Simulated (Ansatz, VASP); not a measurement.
One calculation of C, two programs

File INCAR:

```
PREC = Accurate
ENCUT = 520
EDIFF = 1E-6
ISMEAR = 0
SIGMA = 0.1
LREAL = False
LASPH = True
NELM = 80
ALGO = Normal
ISIF = 2
LWAVE = False
LCHARG = False
LDIPOL = True
IDIPOL = 3
DIPOL = 0.5 0.5 0.349
GGA = PE
IVDW = 12
NBANDS = 16
```

Contents of KPOINTS:

```
regular mesh
0
Gamma
  15 15 1
```

POSCAR

```
C
1.0
    2.4656524409      0.0000000000      0.0000000000
   -1.2328262205      2.1353176507      0.0000000000
    0.0000000000      0.0000000000     17.5000663885
C
4
Direct
    0.6666666667      0.3333333333      0.2571437784
    0.3333333333      0.6666666667      0.2571418816
    0.6666666667      0.3333333333      0.4417164036
    1.0000000000      0.0000000000      0.4417145068
```

Input for Ansatz:

```yaml
crystal:
  lattice:
    - [2.4656524409, 0.0, 0.0]
    - [-1.2328262205, 2.1353176507, 0.0]
    - [0.0, 0.0, 17.5000663885]
  atoms:
    - { symbol: C, position: [0.6666666667, 0.3333333333, 0.2571437784] }
    - { symbol: C, position: [0.3333333333, 0.6666666667, 0.2571418816] }
    - { symbol: C, position: [0.6666666667, 0.3333333333, 0.4417164036] }
    - { symbol: C, position: [1.0, 0.0, 0.4417145068] }
basis:
  ecutwfc: 420
kpoints:
  mp_grid: { grid: [15, 15, 1] }
hamiltonian:
  xc: pbe
  pseudopotentials: { kind: paw, azcp: { folder: soft_1 } }
  dispersion: d3bj
scf:
  occupations: { method: gaussian, width: 0.1 }
output:
  forces: true
  eigenvalues: true
efield:
  axis: 3
  dipole_correction: true
  ramp_width: 0.04
```

Alike in both runs: task single point; functional PBE; dispersion D3(BJ); k mesh 15 × 15 × 1; occupations gaussian, width 0.1 eV; no spin polarisation.

|  | VASP | Ansatz |
| --- | --- | --- |
| version | VASP 6.6.1 | Ansatz 0.2.0 |
| potentials or method | VASP PAW PBE potentials, release 64 (C), cutoff 520 eV | scalar-relativistic, plane waves, PAW |
| valence electrons in the cell | 16 | 16 |

```csv
,VASP,Ansatz,Ansatz less VASP
gap on the k mesh at the Fermi level (eV),none,none,-
least direct gap on the mesh (eV),0.00,0.00,-0.004
rms of the force components (eV/Å),0.022,0.022,-0.0004
```

Atom by atom the forces differ by 0.000 eV/Å (rms over components). A gap of «none» marks a metal or a gap that the smearing closes.

A gap of «none» marks a metal or a gap under the smearing width.
